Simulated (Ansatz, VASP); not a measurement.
**Two plane-wave programs on GaF**

Contents of POSCAR:

```
GaF
1.0
    3.1659200000      0.0000000000      0.0000000000
    0.0000000000      3.1659200000      0.0000000000
    0.0000000000      0.0000000000      3.1659200000
Ga F
1 1
Direct
    0.0000000000      0.0000000000      0.0000000000
    0.5000000000      0.5000000000      0.5000000000
```

The input INCAR.step1:

```
ALGO = Normal ; EDIFF = 1E-5
ENCUT = 520 ; GGA = PE
ISIF = 2 ; ISMEAR = -1
LASPH = True ; LCHARG = False
LREAL = False ; LWAVE = True
NBANDS = 17 ; NELM = 80
PREC = Accurate ; SIGMA = 0.05
```

INCAR.step2

```
AEXX = 0.25 ; ALGO = Normal
EDIFF = 1E-6 ; ENCUT = 520
GGA = PE ; ISIF = 2
ISMEAR = -1 ; ISTART = 1
LASPH = True ; LCHARG = False
LHFCALC = True ; LREAL = False
LWAVE = False ; NBANDS = 17
NELM = 80 ; PREC = Accurate
PRECFOCK = Normal ; SIGMA = 0.05
```

KPOINTS

```
k-points
0
Gamma
  5 5 5
```

Contents of input.yaml:

```yaml
crystal:
  lattice:
    - [3.16592, 0.0, 0.0]
    - [0.0, 3.16592, 0.0]
    - [0.0, 0.0, 3.16592]
  atoms:
    - { symbol: Ga, position: [0.0, 0.0, 0.0] }
    - { symbol: F, position: [0.5, 0.5, 0.5] }
hamiltonian:
  xc: pbe0
  pseudopotentials: { kind: paw }
kpoints:
  mp_grid: { grid: [5, 5, 5] }
scf:
  occupations: { method: fermi_dirac, width: 0.05 }
  n_extra_bands: 6
output:
  forces: true
  stress: true
  eigenvalues: true
  dos: { projected: true, de: 0.05 }
```

Alike in both runs: functional PBE0; k mesh 5 × 5 × 5; occupations fermi-dirac, width 0.05 eV; no spin polarisation.

|  | VASP | Ansatz |
| --- | --- | --- |
| version | VASP 6.6.1 | Ansatz 0.2.0 |
| potentials or method | VASP PAW PBE potentials, release 64 (Ga_d, F) | Ansatz PAW |
| plane-wave cutoff (eV) | 520 | 420 |
| valence electrons in the cell | 20 | 20 |
| task | single point | projected density of states |

Ansatz gave:

```
gap on the k mesh at the Fermi level (eV) : 3.54
least direct gap on the mesh (eV)         : 4.43
pressure (GPa)                            : -0.7
```

**Question.** Estimate VASP's values.

**Answer.** gap on the k mesh at the Fermi level (eV): 3.58; least direct gap on the mesh (eV): 4.45; pressure (GPa): -0.8.

Noted on Ansatz's run: odd divisions of the mesh miss points on the zone boundary, where band edges often lie, so the gap on the mesh can be too wide.
